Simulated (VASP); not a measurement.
# Li2Se (Fm-3m) in VASP: notebook

The runs below take Li2Se through relaxation of cell and atoms, with PBE.

All numbers are computed with VASP 6.6.1; they aren't measurements. Logs are shortened: lines on timing, memory, paths and dates and some standing lists are left out, and cuts for length are marked.

## Step 1: The cell of the first run

The structure is cubic, space group Fm-3m (No. 225). The conventional cell has a = 6.005 Å, b = 6.005 Å, c = 6.005 Å, α = 90.00°, β = 90.00°, γ = 90.00°. Within 3.4 Å of Li (site symmetry -43m) lie 4 Se at 2.60 Å and 6 Li at 3.00 Å. Se (site symmetry m-3m) has 8 Li at 2.60 Å within 3.4 Å.

## Step 2: Relaxation of cell and atoms, PBE, target pressure 5 GPa, at which the enthalpy is minimised

The input, INCAR:

```
  PREC = Accurate
  ENCUT = 750
  EDIFF = 1E-7
  ISMEAR = 0
  SIGMA = 0.01
  LREAL = F
  LASPH = T
  NELM = 120
  ALGO = Normal
  ISIF = 3
  LWAVE = F
  LCHARG = F
  GGA = PE
  IBRION = 2
  NSW = 80
  EDIFFG = -0.01
  PSTRESS = 50.0
  GGA_COMPAT = F
  NELMIN = 4
```

The input, KPOINTS:

```
regular mesh
0
Gamma
  6 6 6
```

The input, POSCAR:

```
Li2Se
1.0
    0.0000000000      3.0025000000      3.0025000000
    3.0025000000      0.0000000000      3.0025000000
    3.0025000000      3.0025000000      0.0000000000
Li Se
2 1
Direct
    0.2500000000      0.2500000000      0.2500000000
    0.7500000000      0.7500000000      0.7500000000
    0.0000000000      0.0000000000      0.0000000000
```

Potentials or basis: VASP PAW PBE potentials, release 64 (Li_sv, Se).

Started as:

```console
> cat potpaw_PBE.64/Li_sv/POTCAR potpaw_PBE.64/Se/POTCAR > POTCAR
> mpirun -np 1 vasp_std > vasp.out
```

OUTCAR:

```text
PREC = Accurate
   ENCUT = 750
   EDIFF = 1E-7
   ISMEAR = 0
   LREAL = F
   LASPH = T
   NELM = 120
   ISIF = 3
   GGA = PE
   IBRION = 2
   NSW = 80
   EDIFFG = -0.01
   PSTRESS = 50.0
   NELMIN = 4

 ion  position               nearest neighbor table
   1  0.250  0.250  0.250-   3 2.60   3 2.60   3 2.60   3 2.60
   2  0.750  0.750  0.750-   3 2.60   3 2.60   3 2.60   3 2.60
   3  0.000  0.000  0.000-   1 2.60   2 2.60   2 2.60   2 2.60   2 2.60   1 2.60   1 2.60   1 2.60

  LATTYP: Found a face centered cubic cell.
 ALAT       =     6.0050000000

  Lattice vectors:

 A1 = (   0.0000000000,   3.0025000000,   3.0025000000)
 A2 = (   3.0025000000,   0.0000000000,   3.0025000000)
 A3 = (   3.0025000000,   3.0025000000,   0.0000000000)

Analysis of symmetry for initial positions (statically):
=====================================================================
 Subroutine PRICEL returns:
 Original cell was already a primitive cell.

 Routine SETGRP: Setting up the symmetry group for a
 face centered cubic supercell.

 Subroutine GETGRP returns: Found 48 space group operations
[... 9 lines left out ...]

 Routine SETGRP: Setting up the symmetry group for a
 face centered cubic supercell.

 Subroutine GETGRP returns: Found 48 space group operations
[... 11 lines left out ...]
                                     Primitive cell

  volume of cell :      54.1351

  direct lattice vectors                    reciprocal lattice vectors
     0.000000000  3.002500000  3.002500000    -0.166527893  0.166527893  0.166527893
     3.002500000  0.000000000  3.002500000     0.166527893 -0.166527893  0.166527893
     3.002500000  3.002500000  0.000000000     0.166527893  0.166527893 -0.166527893

  length of vectors
     4.246176221  4.246176221  4.246176221     0.288434772  0.288434772  0.288434772

  position of ions in fractional coordinates (direct lattice)
     0.250000000  0.250000000  0.250000000
     0.750000000  0.750000000  0.750000000
     0.000000000  0.000000000  0.000000000

  ion indices of the primitive-cell ions
   primitive index   ion index
                 1           1
                 2           2
                 3           3

----------------------------------------------------------------------------------------

 KPOINTS: regular mesh

Automatic generation of k-mesh.
 Grid dimensions read from file:
 generate k-points for:    6    6    6

 Generating k-lattice:

  Cartesian coordinates                     Fractional coordinates (reciprocal lattice)
    -0.027754649  0.027754649  0.027754649     0.166666667  0.000000000  0.000000000
     0.027754649 -0.027754649  0.027754649     0.000000000  0.166666667  0.000000000
     0.027754649  0.027754649 -0.027754649     0.000000000  0.000000000  0.166666667

  Length of vectors
     0.048072462  0.048072462  0.048072462

  Shift w.r.t. Gamma in fractional coordinates (k-lattice)
     0.000000000  0.000000000  0.000000000

 Subroutine IBZKPT returns following result:
 ===========================================

 Found     16 irreducible k-points:

 Following reciprocal coordinates:
            Coordinates               Weight
  0.000000  0.000000  0.000000      1.000000
  0.166667  0.000000  0.000000      8.000000
  0.333333  0.000000  0.000000      8.000000
  0.500000  0.000000  0.000000      4.000000
  0.166667  0.166667  0.000000      6.000000
  0.333333  0.166667  0.000000     24.000000
[... 8 lines left out ...]
 -0.333333  0.333333  0.166667     24.000000
 -0.333333  0.500000  0.166667     12.000000
   k-points           NKPTS =     16   k-points in BZ     NKDIM =     16   number of bands    NBANDS=     10
   number of dos      NEDOS =    301   number of ions     NIONS =      3
   total plane-waves  NPLWV =  64000
   dimension x,y,z NGX =    40 NGY =   40 NGZ =   40
   dimension x,y,z NGXF=    80 NGYF=   80 NGZF=   80
   ions per type =               2   1
   NGX,Y,Z   is equivalent  to a cutoff of  15.66, 15.66, 15.66 a.u.
   NGXF,Y,Z  is equivalent  to a cutoff of  31.32, 31.32, 31.32 a.u.
 SYSTEM =  unknown system
   PREC   = accura    normal or accurate (medium, high low for compatibility)
   ISTART =      0    job   : 0-new  1-cont  2-samecut
   ICHARG =      2    charge: 1-file 2-atom 10-const
   ISPIN  =      1    spin polarized calculation?
   LNONCOLLINEAR =      F non collinear calculations
   LSORBIT =      F    spin-orbit coupling
   LASPH  =      T    aspherical Exc in radial PAW
   ENCUT  =  750.0 eV  55.12 Ry    7.42 a.u.   9.48  9.48  9.48*2*pi/ulx,y,z
   NELM   =    120;   NELMIN=  4; NELMDL= -5     # of ELM steps
   EDIFF  = 0.1E-06   stopping-criterion for ELM
   LREAL  =      F    real-space projection
   EDIFFG = -.1E-01   stopping-criterion for IOM
   NSW    =     80    number of steps for IOM
   IBRION =      2    ionic relax: 0-MD 1-quasi-New 2-CG
   NFREE  =      1    steps in history (QN), initial steepest desc. (CG)
   ISIF   =      3    stress and relaxation
   ISYM   =      2    0-nonsym 1-usesym 2-fastsym
   POTIM  = 0.5000    time-step for ionic-motion
   TEBEG  =    0.0;   TEEND  =   0.0 temperature during run
   PSTRESS=   50.0 pullay stress
   NELECT =      12.0000    total number of electrons
   NUPDOWN=      -1.0000    fix difference up-down
   EMIN   =  10.00;   EMAX   =-10.00  energy-range for DOS
   EFERMI =   0.00;   METHOD = LEGACY
   ISMEAR =     0;   SIGMA  =   0.01  broadening in eV -4-tet -1-fermi 0-gaus
   EFERMI_NEDOS =   21; number of points for ismear=-14 and -15
   IALGO  =     38    algorithm
   IMIX   =      4    mixing-type and parameters
     AMIX     =   0.40;   BMIX     =  1.00
     AMIX_MAG =   1.60;   BMIX_MAG =  1.00
  volume/ion in A,a.u.               =      18.05       121.77
  Fermi-wavevector in a.u.,A,eV,Ry     =   0.990776  1.872296 13.355989  0.981637
  Thomas-Fermi vector in A             =   2.122471
   LORBIT       =      0    0 simple, 1 ext, 2 COOP (PROOUT), +10 PAW based schemes
   GGA     = PE    functional components
   LHFCALC =     F    Hartree Fock is set to
   AEXX    =    0.0000 exact exchange contribution
   IVDW    =     0    specifies the selected vdW correction
   LEPSILON=     F    determine dielectric tensor
   LRPA    =     F    only Hartree local field effects (RPA)
 conjugate gradient relaxation of ions
 non-spin polarized calculation
 Gauss-broadening in eV      SIGMA  =   0.01
  energy-cutoff  :      750.00
  volume of cell :       54.14
 maximum number of plane-waves:      2565
 NGX is ok and might be reduce to    40
   NGX = 19   NGY = 19   NGZ = 19

--------------------------------------- Ionic step        1  -------------------------------------------

 number of electron      12.0000004 magnetization

 Free energy of the ion-electron system (eV)
  ---------------------------------------------------
  ext. energy  EPLUGINS =         0.00000000
  ---------------------------------------------------
  free energy    TOTEN  =       -11.13060623 eV

  energy without entropy =      -11.13060623  energy(sigma->0) =      -11.13060623

 E-fermi :   1.0442     XC(G=0):  -8.2616

 val. band max:        0.9959180945   @ k =   0.0000   0.0000   0.0000
 cond. band min:       3.9705545252   @ k =   0.5000   0.5000   0.0000
 fundamental gap:      2.9746364307
 Fermi energy:         1.0442298673

 k-point     1 :       0.0000    0.0000    0.0000
  band No.  band energies     occupation
      1     -43.7165      2.00000
      2     -43.6928      2.00000
      3     -10.3930      2.00000
      4       0.9959      2.00000
      5       0.9959      2.00000
      6       0.9959      2.00000
      7       4.3792      0.00000
      8       6.6151      0.00000
      9       6.6151      0.00000
     10       6.6151      0.00000

 k-point     2 :       0.1667    0.0000    0.0000
  band No.  band energies     occupation
      1     -43.7149      2.00000
      2     -43.6942      2.00000
      3     -10.3094      2.00000
      4      -0.0248      2.00000
      5       0.8428      2.00000
      6       0.8428      2.00000
      7       5.1078      0.00000
      8       6.9768      0.00000
      9       6.9768      0.00000
     10       7.2453      0.00000

 k-point     3 :       0.3333    0.0000    0.0000
  band No.  band energies     occupation
      1     -43.7103      2.00000
      2     -43.6984      2.00000
      3     -10.1280      2.00000
      4      -1.3693      2.00000
      5       0.5830      2.00000
      6       0.5830      2.00000
      7       5.8275      0.00000
      8       7.1209      0.00000
      9       7.1209      0.00000
     10       8.4445      0.00000
[... 267 lines left out ...]
 POSITION                                       TOTAL-FORCE (eV/Angst)
 -----------------------------------------------------------------------------------
      1.44444      1.44444      1.44444        -0.000000      0.000000     -0.000000
      4.33333      4.33333      4.33333         0.000000     -0.000000     -0.000000
      0.00000      0.00000      0.00000        -0.000000      0.000000      0.000000
 -----------------------------------------------------------------------------------
    total drift:                                0.000000     -0.000000      0.000000

  FREE ENERGIE OF THE ION-ELECTRON SYSTEM (eV)
  ---------------------------------------------------
  free  energy   TOTEN  =       -11.0490861491 eV

  energy  without entropy=      -11.0490861491  energy(sigma->0) =      -11.04908615

  enthalpy is  TOTEN    =        -9.5442823480 eV   P V=        1.5048038011

--------------------------------------- Ionic step        4  -------------------------------------------

 number of electron      11.9999998 magnetization

 Free energy of the ion-electron system (eV)
  ---------------------------------------------------
  ext. energy  EPLUGINS =         0.00000000
  ---------------------------------------------------
  free energy    TOTEN  =       -11.04556272 eV

  energy without entropy =      -11.04556272  energy(sigma->0) =      -11.04556272

 E-fermi :   1.7948     XC(G=0):  -8.7061

 val. band max:        1.7138981258   @ k =   0.0000   0.0000   0.0000
 cond. band min:       4.5730035300   @ k =   0.5000   0.5000   0.0000
 fundamental gap:      2.8591054042
 Fermi energy:         1.7947960807

 k-point     1 :       0.0000    0.0000    0.0000
  band No.  band energies     occupation
      1     -42.8304      2.00000
      2     -42.7920      2.00000
      3     -10.0156      2.00000
      4       1.7139      2.00000
      5       1.7139      2.00000
      6       1.7139      2.00000
      7       5.6220      0.00000
      8       7.3768      0.00000
      9       7.3768      0.00000
     10       7.3768      0.00000

 k-point     2 :       0.1667    0.0000    0.0000
  band No.  band energies     occupation
      1     -42.8276      2.00000
      2     -42.7943      2.00000
      3      -9.9117      2.00000
      4       0.5494      2.00000
      5       1.5285      2.00000
      6       1.5285      2.00000
      7       6.3270      0.00000
      8       7.7849      0.00000
      9       7.7849      0.00000
     10       8.2165      0.00000

 k-point     3 :       0.3333    0.0000    0.0000
  band No.  band energies     occupation
      1     -42.8202      2.00000
      2     -42.8010      2.00000
      3      -9.6821      2.00000
      4      -0.9925      2.00000
      5       1.2209      2.00000
      6       1.2209      2.00000
      7       7.0148      0.00000
      8       7.9151      0.00000
      9       7.9151      0.00000
     10       9.6519      0.00000
[... 180 lines left out ...]
 VOLUME and BASIS-vectors are now :
 -----------------------------------------------------------------------------
  energy-cutoff  :      750.00
  volume of cell :       48.11
      direct lattice vectors                 reciprocal lattice vectors
     0.000000000  2.886612022  2.886612022    -0.173213441  0.173213441  0.173213441
     2.886612022  0.000000000  2.886612022     0.173213441 -0.173213441  0.173213441
     2.886612022  2.886612022  0.000000000     0.173213441  0.173213441 -0.173213441

 POSITION                                       TOTAL-FORCE (eV/Angst)
 -----------------------------------------------------------------------------------
      1.44331      1.44331      1.44331         0.000000      0.000000      0.000000
      4.32992      4.32992      4.32992        -0.000000     -0.000000     -0.000000
      5.77322      5.77322      5.77322        -0.000000      0.000000     -0.000000
 -----------------------------------------------------------------------------------
    total drift:                               -0.000000      0.000000      0.000000

  FREE ENERGIE OF THE ION-ELECTRON SYSTEM (eV)
  ---------------------------------------------------
  free  energy   TOTEN  =       -11.0455627223 eV

  energy  without entropy=      -11.0455627223  energy(sigma->0) =      -11.04556272

  enthalpy is  TOTEN    =        -9.5443070357 eV   P V=        1.5012556866

 reached required accuracy - stopping structural energy minimisation
```

It took 39 s on 1 thread of Intel Xeon Platinum 8559C (Emerald Rapids), shared host; peak memory 0.24 GiB.

Results:

* Free energy: -11.0456 eV
* Relaxed volume: 16.04 Å³/atom
* Relaxed cell: a = 4.082 Å, b = 4.082 Å, c = 4.082 Å, α = 60.00°, β = 60.00°, γ = 60.00°
* Space group after relaxing (to 0.05 Å): Fm-3m (No. 225)
* Energy change on relaxing (the enthalpy is what falls): +28.3 meV/atom
* Ionic steps: 4
* Pressure after relaxing: 5.0 GPa
* Band gap on the k mesh: 2.86 eV, indirect (least direct gap 3.91 eV)

Step by step:
```csv
step,energy change (eV),largest force (eV/Å),pressure (GPa),volume (Å³)
1,0.0000,0.0000,-0.04,54.14
2,0.0411,0.0000,3.29,49.81
3,0.0815,0.0000,4.90,48.22
4,0.0850,0.0000,5.03,48.11
```

Final structure:
```
Li Se
1.0
     0.00000    2.88661    2.88661
     2.88661    0.00000    2.88661
     2.88661    2.88661    0.00000
Li Se
2 1
Direct
  0.25000 0.25000 0.25000
  0.75000 0.75000 0.75000
  0.00000 0.00000 0.00000
```

Caveat: the cell is relaxed towards a set pressure, so the enthalpy falls and the energy may rise.

[end of part 1 of 2]
